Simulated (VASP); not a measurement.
# Mg16CO in VASP: a series of runs

Mg16CO is run at these levels: PBE+D3(BJ); tasks: single point.

Everything below comes from runs of VASP 6.6.1. Logs are shortened: lines on timing, memory, paths and dates and some standing lists are left out, and cuts for length are marked.

## 1. The cell of the first run

The cell holds a slab with vacuum, 18 atoms: a = 6.302 Å, b = 6.302 Å, c = 26.358 Å, α = 90.00°, β = 90.00°, γ = 120.00°.

## 2. Single point, PBE+D3(BJ)

The input, INCAR:

```
  PREC = Accurate
  ENCUT = 520
  EDIFF = 1E-6
  ISMEAR = 0
  SIGMA = 0.1
  LREAL = Auto
  LASPH = T
  NELM = 100
  ALGO = Fast
  ISIF = 2
  LWAVE = F
  LCHARG = F
  LDIPOL = T
  IDIPOL = 3
  DIPOL = 0.5 0.5 0.329
  GGA = PE
  IVDW = 12
  NBANDS = 36
```

The input, KPOINTS:

```
Automatic mesh
0
Gamma
  6 6 1
```

The input, POSCAR:

```
Mg16CO
1.0
    6.3015062463      0.0000000000      0.0000000000
   -3.1507531232      5.4572644914      0.0000000000
    0.0000000000      0.0000000000     26.3584034914
Mg O C
16 1 1
Direct
    0.3333333333      0.1666666667      0.1517542594
    0.3333333333      0.6666666667      0.1517542594
    0.8333333333      0.1666666667      0.1517542594
    0.8333333333      0.6666666667      0.1517542594
    0.1666666667      0.3333333333      0.2475244132
    0.1666666667      0.8333333333      0.2475244132
    0.6666666667      0.3333333333      0.2475244132
    0.6666666667      0.8333333333      0.2475244132
    0.3333333333      0.1666666667      0.3421844648
    0.3333333333      0.6666666667      0.3421844648
    0.8333333333      0.1666666667      0.3421844648
    0.8333333333      0.6666666667      0.3421844648
    0.1666666667      0.3333333333      0.4404061686
    0.1666666667      0.8333333333      0.4404061686
    0.6666666667      0.3333333333      0.4404061686
    0.6666666667      0.8333333333      0.4404061686
    0.1666666667      0.5833333333      0.5769850020
    0.1666666667      0.5833333333      0.6206143516
```

Potentials or basis: VASP PAW PBE potentials, release 64 (Mg, O, C).

Run with:

```sh
$ cat potpaw_PBE.64/Mg/POTCAR potpaw_PBE.64/O/POTCAR potpaw_PBE.64/C/POTCAR > POTCAR
$ mpirun -np 1 vasp_std > vasp.out
```

OUTCAR:

```text
PREC = Accurate
   ENCUT = 520
   EDIFF = 1E-6
   ISMEAR = 0
   LREAL = Auto
   LASPH = T
   NELM = 100
   ISIF = 2
   GGA = PE
   IVDW = 12
 IVDW          = 12

 ion  position               nearest neighbor table
   1  0.333  0.167  0.152-   5 3.11   7 3.11   6 3.11   4 3.15   4 3.15   3 3.15   3 3.15   2 3.15
                             2 3.15
   2  0.333  0.667  0.152-   6 3.11   8 3.11   5 3.11   3 3.15   3 3.15   4 3.15   4 3.15   1 3.15
                             1 3.15
   3  0.833  0.167  0.152-   7 3.11   5 3.11   8 3.11   2 3.15   2 3.15   1 3.15   1 3.15   4 3.15
                             4 3.15
   4  0.833  0.667  0.152-   8 3.11   6 3.11   7 3.11   1 3.15   1 3.15   2 3.15   2 3.15   3 3.15
                             3 3.15
   5  0.167  0.333  0.248-   9 3.09  11 3.09  10 3.09   1 3.11   3 3.11   2 3.11   8 3.15   8 3.15
                             7 3.15   7 3.15   6 3.15   6 3.15
   6  0.167  0.833  0.248-  10 3.09  12 3.09   9 3.09   2 3.11   4 3.11   1 3.11   7 3.15   7 3.15
                             8 3.15   8 3.15   5 3.15   5 3.15
   7  0.667  0.333  0.248-  11 3.09   9 3.09  12 3.09   3 3.11   1 3.11   4 3.11   6 3.15   6 3.15
                             5 3.15   5 3.15   8 3.15   8 3.15
   8  0.667  0.833  0.248-  12 3.09  10 3.09  11 3.09   4 3.11   2 3.11   3 3.11   5 3.15   5 3.15
                             6 3.15   6 3.15   7 3.15   7 3.15
   9  0.333  0.167  0.342-   5 3.09   7 3.09   6 3.09  12 3.15  12 3.15  11 3.15  11 3.15  10 3.15
                            10 3.15  13 3.16  15 3.16  14 3.16
  10  0.333  0.667  0.342-   6 3.09   8 3.09   5 3.09  11 3.15  11 3.15  12 3.15  12 3.15   9 3.15
                             9 3.15  14 3.16  16 3.16  13 3.16
  11  0.833  0.167  0.342-   7 3.09   5 3.09   8 3.09  10 3.15  10 3.15   9 3.15   9 3.15  12 3.15
                            12 3.15  15 3.16  13 3.16  16 3.16
  12  0.833  0.667  0.342-   8 3.09   6 3.09   7 3.09   9 3.15   9 3.15  10 3.15  10 3.15  11 3.15
                            11 3.15  16 3.16  14 3.16  15 3.16
  13  0.167  0.333  0.440-  16 3.15  16 3.15  15 3.15  15 3.15  14 3.15  14 3.15   9 3.16  11 3.16
                            10 3.16
  14  0.167  0.833  0.440-  15 3.15  15 3.15  16 3.15  16 3.15  13 3.15  13 3.15  10 3.16  12 3.16
                             9 3.16
  15  0.667  0.333  0.440-  14 3.15  14 3.15  13 3.15  13 3.15  16 3.15  16 3.15  11 3.16   9 3.16
                            12 3.16
  16  0.667  0.833  0.440-  13 3.15  13 3.15  14 3.15  14 3.15  15 3.15  15 3.15  12 3.16  10 3.16
                            11 3.16
  17  0.167  0.583  0.577-  18 1.15
  18  0.167  0.583  0.621-  17 1.15

  LATTYP: Found a hexagonal cell.
 ALAT       =     6.3015062463
 C/A-ratio  =     4.1828735006

  Lattice vectors:

 A1 = (   6.3015062463,   0.0000000000,   0.0000000000)
 A2 = (  -3.1507531232,   5.4572644914,   0.0000000000)
 A3 = (   0.0000000000,   0.0000000000,  26.3584034914)

Analysis of symmetry for initial positions (statically):
=====================================================================
 Subroutine PRICEL returns:
 Original cell was already a primitive cell.

 Routine SETGRP: Setting up the symmetry group for a
 hexagonal supercell.

 Subroutine GETGRP returns: Found  2 space group operations
 (whereof  2 operations were pure point group operations)
 out of a pool of 24 trial point group operations.

The static configuration has the point symmetry C_1h.

Analysis of symmetry for dynamics (positions and initial velocities):
=====================================================================
 Subroutine PRICEL returns:
 Original cell was already a primitive cell.

 Routine SETGRP: Setting up the symmetry group for a
 hexagonal supercell.

 Subroutine GETGRP returns: Found  2 space group operations
 (whereof  2 operations were pure point group operations)
 out of a pool of 24 trial point group operations.

The dynamic configuration has the point symmetry C_1h.

 Subroutine INISYM returns: Found  2 space group operations
 (whereof  2 operations are pure point group operations),
 and found     1 'primitive' translations

----------------------------------------------------------------------------------------

                                     Primitive cell

  volume of cell :     906.4388

  direct lattice vectors                    reciprocal lattice vectors
     6.301506246  0.000000000  0.000000000     0.158692218  0.091620995  0.000000000
    -3.150753123  5.457264491  0.000000000     0.000000000  0.183241989  0.000000000
     0.000000000  0.000000000 26.358403491     0.000000000  0.000000000  0.037938565
[... 68 lines left out ...]

 Found     13 irreducible k-points:

 Following reciprocal coordinates:
            Coordinates               Weight
  0.000000  0.000000  0.000000      1.000000
  0.166667  0.000000  0.000000      2.000000
  0.000000  0.166667  0.000000      4.000000
  0.333333 -0.000000  0.000000      2.000000
  0.000000  0.333333  0.000000      4.000000
  0.500000  0.000000  0.000000      1.000000
  0.000000  0.500000  0.000000      2.000000
  0.166667  0.166667  0.000000      4.000000
 -0.166667  0.333333  0.000000      2.000000
  0.333333  0.166667  0.000000      4.000000
 -0.166667  0.500000  0.000000      4.000000
  0.500000  0.333333  0.000000      4.000000
  0.333333  0.333333  0.000000      2.000000
   k-points           NKPTS =     13   k-points in BZ     NKDIM =     13   number of bands    NBANDS=     36
   number of dos      NEDOS =    301   number of ions     NIONS =     18
   total plane-waves  NPLWV = 451584
   dimension x,y,z NGX =    48 NGY =   48 NGZ =  196
   dimension x,y,z NGXF=    96 NGYF=   96 NGZF=  392
   ions per type =              16   1   1
   NGX,Y,Z   is equivalent  to a cutoff of  12.66, 12.66, 12.36 a.u.
   NGXF,Y,Z  is equivalent  to a cutoff of  25.33, 25.33, 24.72 a.u.
 SYSTEM =  unknown system
   PREC   = accura    normal or accurate (medium, high low for compatibility)
   ISTART =      0    job   : 0-new  1-cont  2-samecut
   ICHARG =      2    charge: 1-file 2-atom 10-const
   ISPIN  =      1    spin polarized calculation?
   LNONCOLLINEAR =      F non collinear calculations
   LSORBIT =      F    spin-orbit coupling
   LASPH  =      T    aspherical Exc in radial PAW
   ENCUT  =  520.0 eV  38.22 Ry    6.18 a.u.  11.72 11.72 49.01*2*pi/ulx,y,z
   NELM   =    100;   NELMIN=  2; NELMDL= -5     # of ELM steps
   EDIFF  = 0.1E-05   stopping-criterion for ELM
   LREAL  =      T    real-space projection
   EDIFFG = 0.1E-04   stopping-criterion for IOM
   NSW    =      0    number of steps for IOM
   IBRION =     -1    ionic relax: 0-MD 1-quasi-New 2-CG
   NFREE  =      0    steps in history (QN), initial steepest desc. (CG)
   ISIF   =      2    stress and relaxation
   ISYM   =      2    0-nonsym 1-usesym 2-fastsym
   POTIM  = 0.5000    time-step for ionic-motion
   TEBEG  =    0.0;   TEEND  =   0.0 temperature during run
   PSTRESS=    0.0 pullay stress
   NELECT =      42.0000    total number of electrons
   NUPDOWN=      -1.0000    fix difference up-down
   EMIN   =  10.00;   EMAX   =-10.00  energy-range for DOS
   EFERMI =   0.00;   METHOD = LEGACY
   ISMEAR =     0;   SIGMA  =   0.10  broadening in eV -4-tet -1-fermi 0-gaus
   EFERMI_NEDOS =   21; number of points for ismear=-14 and -15
   IALGO  =     68    algorithm
   IMIX   =      4    mixing-type and parameters
     AMIX     =   0.40;   BMIX     =  1.00
     AMIX_MAG =   1.60;   BMIX_MAG =  1.00
  volume/ion in A,a.u.               =      50.36       339.83
  Fermi-wavevector in a.u.,A,eV,Ry     =   0.588002  1.111162  4.704157  0.345746
  Thomas-Fermi vector in A             =   1.635095
   LORBIT       =      0    0 simple, 1 ext, 2 COOP (PROOUT), +10 PAW based schemes
   GGA     = PE    functional components
   LHFCALC =     F    Hartree Fock is set to
   AEXX    =    0.0000 exact exchange contribution
   IVDW    =    12    specifies the selected vdW correction
   LEPSILON=     F    determine dielectric tensor
   LRPA    =     F    only Hartree local field effects (RPA)
 non-spin polarized calculation
 RMM-DIIS sequential band-by-band and
 Gauss-broadening in eV      SIGMA  =   0.10
  energy-cutoff  :      520.00
  volume of cell :      906.44
 maximum number of plane-waves:     24484
 NGX is ok and might be reduce to    48
   NGX = 23   NGY = 23   NGZ = 99

 dipolmoment           0.000000      0.000000     -0.006682 electrons x Angstroem

 number of electron      41.9999994 magnetization

 dipolmoment           0.000000      0.000000      0.010101 electrons x Angstroem

 Free energy of the ion-electron system (eV)
  ---------------------------------------------------
  ext. energy  EPLUGINS =         0.00000000
  ---------------------------------------------------
  free energy    TOTEN  =       -36.36038692 eV

  energy without entropy =      -36.31305432  energy(sigma->0) =      -36.33672062

 E-fermi :  -1.0152     XC(G=0):  -4.4047

 val. band max:       -1.0809872614   @ k =  -0.1667   0.3333   0.0000
 cond. band min:      -0.9545185748   @ k =   0.0000   0.3333   0.0000
 fundamental gap:      0.1264686867
 Fermi energy:        -1.0152276996

 k-point     1 :       0.0000    0.0000    0.0000
  band No.  band energies     occupation
      1     -26.4804      2.00000
      2     -11.4124      2.00000
      3      -9.0071      2.00000
      4      -9.0038      2.00000
      5      -7.8372      2.00000
      6      -6.9824      2.00000
[... 457 lines left out ...]
     32       1.7151      0.00000
     33       1.7158      0.00000
 [bands above 33 left out]

------------------------ aborting loop because EDIFF is reached ----------------------------------------

 vacuum level on the upper side and lower side of the slab       (xc-potential included)         0.021        -0.031

 Edisp (eV)   -3.79393

 E8    (eV) :    -1.7030

  FORCE on cell =-STRESS in cart. coord.  units (eV):
  Direction    XX          YY          ZZ          XY          YZ          ZX
  --------------------------------------------------------------------------------------
  -------------------------------------------------------------------------------------
  Total      -4.69915    -4.70152     2.92026     0.00205    -0.00237    -0.00411
  in kB      -8.30600    -8.31019     5.16171     0.00363    -0.00420    -0.00727
  external pressure =       -3.82 kB  Pullay stress =        0.00 kB

 VOLUME and BASIS-vectors are now :
 -----------------------------------------------------------------------------
  energy-cutoff  :      520.00
  volume of cell :      906.44
      direct lattice vectors                 reciprocal lattice vectors
     6.301506246  0.000000000  0.000000000     0.158692218  0.091620995  0.000000000
    -3.150753123  5.457264491  0.000000000     0.000000000  0.183241989  0.000000000
     0.000000000  0.000000000 26.358403491     0.000000000  0.000000000  0.037938565

 POSITION                                       TOTAL-FORCE (eV/Angst)
 -----------------------------------------------------------------------------------
      1.57538      0.90954      4.00000         0.000498      0.000287     -0.161598
     -0.00000      3.63818      4.00000         0.001157      0.000668     -0.159770
      4.72613      0.90954      4.00000        -0.000429     -0.001152     -0.161343
      3.15075      3.63818      4.00000        -0.001212      0.000205     -0.161343
      0.00000      1.81909      6.52435         0.000060     -0.000255      0.021500
     -1.57538      4.54772      6.52435        -0.000191      0.000180      0.021500
[... 10 lines left out ...]
     -0.78769      3.18340     15.20840        -0.000952     -0.000550      0.710144
     -0.78769      3.18340     16.35840         0.000291      0.000168     -0.704795
 -----------------------------------------------------------------------------------
    total drift:                                0.000219      0.000127     -0.013122

  FREE ENERGIE OF THE ION-ELECTRON SYSTEM (eV)
  ---------------------------------------------------
  free  energy   TOTEN  =       -40.1543213632 eV

  energy  without entropy=      -40.1069887583  energy(sigma->0) =      -40.13065506

 vacuum level on the upper side and lower side of the slab         2.907         2.854
```

It took 22 min on 1 thread of Oxide Virtual Turin-like, shared host; peak memory 0.96 GiB.

Results:

```
Free energy                : -40.1543 eV
Largest force              : 0.710 eV/Å
Band gap on the k mesh     : zero (bands 21 and 22 overlap by 1.37 eV)
Dispersion energy per atom : -0.211 eV
```

Forces in eV/Å, atoms in the order of the input:
```
Mg   0.000  0.000 -0.162
Mg   0.001  0.001 -0.160
Mg   0.000 -0.001 -0.161
Mg  -0.001  0.000 -0.161
Mg   0.000  0.000  0.021
Mg   0.000  0.000  0.021
Mg   0.000  0.000  0.020
Mg   0.000  0.000  0.020
Mg   0.000  0.000  0.074
Mg   0.001  0.000  0.078
Mg   0.001 -0.001  0.075
Mg  -0.001  0.001  0.075
Mg   0.005 -0.007  0.060
Mg  -0.004  0.008  0.060
Mg  -0.005 -0.003  0.066
Mg   0.004  0.002  0.066
O   -0.001 -0.001  0.710
C    0.000  0.000 -0.705
```

## 3. Single point, PBE+D3(BJ)

The input, INCAR:

```
PREC = Accurate ; ENCUT = 520
EDIFF = 1E-6 ; ISMEAR = 0
SIGMA = 0.1 ; LREAL = Auto
LASPH = T ; NELM = 60
ALGO = Fast ; ISIF = 2
LWAVE = F ; LCHARG = T
LDIPOL = T ; IDIPOL = 3
DIPOL = 0.5 0.5 0.329 ; GGA = PE
IVDW = 12 ; LELF = T
LVHAR = T ; LVACPOTAV = T
NBANDS = 36
```

KPOINTS is that of step 2.

POSCAR: that of step 2 with these lines changed.

```diff
@@ -24,3 +24,3 @@
     0.6666666667      0.8333333333      0.4404061686
-    0.1666666667      0.5833333333      0.5769850020
-    0.1666666667      0.5833333333      0.6206143516
+    0.2500000000      0.5000000000      0.5769850020
+    0.2500000000      0.5000000000      0.6206143516
```

Potentials or basis: VASP PAW PBE potentials, release 64 (Mg, O, C).

Run with:

```sh
$ cat potpaw_PBE.64/Mg/POTCAR potpaw_PBE.64/O/POTCAR potpaw_PBE.64/C/POTCAR > POTCAR
$ mpirun -np 1 vasp_std > vasp.out
```

OUTCAR:

```text
PREC = Accurate
   ENCUT = 520
   EDIFF = 1E-6
   ISMEAR = 0
   LREAL = Auto
   LASPH = T
   NELM = 60
   ISIF = 2
   GGA = PE
   IVDW = 12
 IVDW          = 12

 ion  position               nearest neighbor table
   1  0.333  0.167  0.152-   5 3.11   7 3.11   6 3.11   4 3.15   4 3.15   3 3.15   3 3.15   2 3.15
                             2 3.15
   2  0.333  0.667  0.152-   6 3.11   8 3.11   5 3.11   3 3.15   3 3.15   4 3.15   4 3.15   1 3.15
                             1 3.15
   3  0.833  0.167  0.152-   7 3.11   5 3.11   8 3.11   2 3.15   2 3.15   1 3.15   1 3.15   4 3.15
                             4 3.15
[... 724 lines left out ...]
  Total      -4.69826    -4.70041     2.90364     0.00000    -0.01945     0.00000
  in kB      -8.30441    -8.30821     5.13233     0.00000    -0.03439     0.00000
  external pressure =       -3.83 kB  Pullay stress =        0.00 kB

 VOLUME and BASIS-vectors are now :
 -----------------------------------------------------------------------------
  energy-cutoff  :      520.00
  volume of cell :      906.44
      direct lattice vectors                 reciprocal lattice vectors
     6.301506246  0.000000000  0.000000000     0.158692218  0.091620995  0.000000000
    -3.150753123  5.457264491  0.000000000     0.000000000  0.183241989  0.000000000
     0.000000000  0.000000000 26.358403491     0.000000000  0.000000000  0.037938565

 POSITION                                       TOTAL-FORCE (eV/Angst)
 -----------------------------------------------------------------------------------
      1.57538      0.90954      4.00000         0.000927     -0.000703     -0.161390
     -0.00000      3.63818      4.00000        -0.000000      0.001166     -0.159779
      4.72613      0.90954      4.00000        -0.000927     -0.000703     -0.161390
      3.15075      3.63818      4.00000        -0.000000      0.000242     -0.161528
      0.00000      1.81909      6.52435         0.000000     -0.000305      0.021417
     -1.57538      4.54772      6.52435        -0.000271      0.000038      0.020981
[... 10 lines left out ...]
     -0.00000      2.72863     15.20840         0.000000     -0.007098      0.707898
     -0.00000      2.72863     16.35840        -0.000000      0.002003     -0.706696
 -----------------------------------------------------------------------------------
    total drift:                                0.000000      0.000052     -0.013144

  FREE ENERGIE OF THE ION-ELECTRON SYSTEM (eV)
  ---------------------------------------------------
  free  energy   TOTEN  =       -40.1559634667 eV

  energy  without entropy=      -40.1086189025  energy(sigma->0) =      -40.13229118

 vacuum level on the upper side and lower side of the slab         2.908         2.859
```

It took 22 min on 1 thread of Oxide Virtual Turin-like, shared host; peak memory 0.96 GiB.

Results:

```yaml
Free_energy: -40.1560 eV
Largest_force: 0.708 eV/Å
Band_gap_on_the_k_mesh: zero (bands 21 and 22 overlap by 1.37 eV)
Dispersion_energy_per_atom: -0.211 eV
```

Forces on the atoms (eV/Å):
```
Mg   0.001 -0.001 -0.161
Mg   0.000  0.001 -0.160
Mg  -0.001 -0.001 -0.161
Mg   0.000  0.000 -0.162
Mg   0.000  0.000  0.021
Mg   0.000  0.000  0.021
Mg   0.000  0.000  0.020
Mg   0.000  0.000  0.021
Mg   0.000 -0.001  0.075
Mg   0.000  0.001  0.078
Mg   0.000 -0.001  0.075
Mg   0.000  0.001  0.074
Mg   0.000 -0.005  0.064
Mg  -0.004  0.006  0.063
Mg   0.000 -0.002  0.067
Mg   0.004  0.006  0.063
O    0.000 -0.007  0.708
C    0.000  0.002 -0.707
```

[end of part 1 of 2]

The gap in the log of VASP goes by the Fermi energy; the results here count the filled bands.